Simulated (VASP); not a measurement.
Pb: single point with PBE

Crystal: Pb.

```xyz
1
Lattice="0.0000 2.4750 2.4750 2.4750 0.0000 2.4750 2.4750 2.4750 0.0000" Properties=species:S:1:pos:R:3 pbc="T T T"
Pb    0.0000    0.0000    0.0000
```

```json
{
 "Program": "VASP 6.6.1",
 "Task": "single point",
 "Functional": "PBE",
 "Potentials or basis": "VASP PAW PBE potentials, release 64 (Pb_d)",
 "Cutoff": "520 eV",
 "k mesh": "9 × 9 × 9",
 "Occupations": "gaussian, width 0.024 eV",
 "Spin": "no spin polarisation",
 "Dipole correction": "no",
 "Further INCAR settings": "ALGO = Normal; EDIFF = 1e-07; NBANDS = 13"
}
```

The pressure is 2.2 GPa and the band gap on the k mesh is zero (band 7 reaches 14.70 eV, above the bottom of band 8 at 5.74 eV).

Levels at points of the mesh, in eV from the Fermi level:
| k point | band 5 | band 6 | band 7 | band 8 | band 9 | band 10 |
| --- | --- | --- | --- | --- | --- | --- |
| (0.00, 0.00, 0.00) | -16.80 | -11.62 | 7.55 | 7.55 | 7.55 | 9.90 |

Wall time 8.8 s on 1 thread of Intel(R) Xeon(R) 6975P-C (Granite Rapids), on a shared host, peak memory 0.15 GiB.

Caveat: spin-orbit coupling is left out, which moves the levels of the heavy elements.
